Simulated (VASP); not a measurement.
Wanted: the native input for a VASP 6.6.1 run.

- Task: single point
- Functional: PBE
- Potentials or basis: VASP PAW PBE potentials, release 64 (Fe)
- Cutoff: 520 eV
- k mesh: 15 × 15 × 10
- Occupations: fermi-dirac, width 0.05 eV
- Spin: collinear spin, antiferromagnetic start
- Starting moments: [1.537, -1.537] μB
- Dipole correction: no
- Further INCAR settings: ALGO = Normal; EDIFF = 1e-07; NBANDS = 19

The structure of Fe lies in POSCAR:

```
Fe
1.0
    2.4532688008      0.0000000000      0.0000000000
    0.0000000000      2.4532688008      0.0000000000
    0.0000000000      0.0000000000      3.7296004001
Fe
2
Direct
    1.0000000000      1.0000000000      0.0000000000
    0.5000000000      0.5000000000      0.5000000000
```

This cell differs from its parent crystal: volume scaled by 1.04.

One way to write it, as run:

INCAR

```
SYSTEM = Fe
PREC = Accurate ; ENCUT = 520
EDIFF = 1E-7 ; ISMEAR = -1
SIGMA = 0.05 ; LREAL = .False.
LASPH = .True. ; NELM = 150
ALGO = Normal ; ISIF = 2
LWAVE = .False. ; LCHARG = .True.
ISPIN = 2 ; MAGMOM = 1.537 -1.537
LORBIT = 11 ; LMAXMIX = 4
GGA = PE ; LELF = .True.
LVHAR = .True. ; NBANDS = 19
```

KPOINTS

```
regular mesh
0
Gamma
  15 15 10
  0 0 0
```

Potentials or basis: VASP PAW PBE potentials, release 64 (Fe).

Launch:

```bash
$ cat potpaw_PBE.64/Fe/POTCAR > POTCAR
$ mpirun -np 1 vasp_std > vasp.out
```

Results of the run:

| Item | Value |
| --- | --- |
| Pressure | -7.3 GPa |
| Band gap on the k mesh | zero (filled and empty bands overlap) |
| Net moment | 0.00 μB per cell |
| Site moments | Fe +1.72, -1.72 μB |
| Valence electrons inside the program's atomic spheres | Fe 7.29 |

Wall time 77 s on 1 thread of Intel(R) Xeon(R) 6975P-C (Granite Rapids) (shared host), peak memory 0.23 GiB.
